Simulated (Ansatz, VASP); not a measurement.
**Ta in VASP and in Ansatz**

```
Ta
1.0
    -1.67605    1.67605    1.67605
     1.67605   -1.67605    1.67605
     1.67605    1.67605   -1.67605
Ta
1
Direct
  0.00000 0.00000 0.00000
```

Change from the starting cell: strain +0.015 along x and y, +0.015 along z, atoms carried along.

Alike in both runs: task single point; functional PBE; k mesh 20 × 20 × 20; occupations gaussian, width 0.15 eV; no spin polarisation.

```csv
,VASP,Ansatz
version,VASP 6.6.1,Ansatz 0.2.0
potentials or method,"VASP PAW PBE potentials, release 64 (Ta_pv), cutoff 520 eV","scalar-relativistic, plane waves, PAW"
valence electrons in the cell,11,13
```

```tsv
	VASP	Ansatz	Ansatz less VASP
gap on the k mesh at the Fermi level (eV)	none	none	-
pressure (GPa)	-5.4	-5.4	-0.05
```

A gap of «none» marks a metal or a gap that the smearing closes. VASP's potentials hold 11 valence electrons a cell and Ansatz's 13, so a difference there can come from the potentials and not from the codes.

Neither program's run includes spin-orbit coupling.
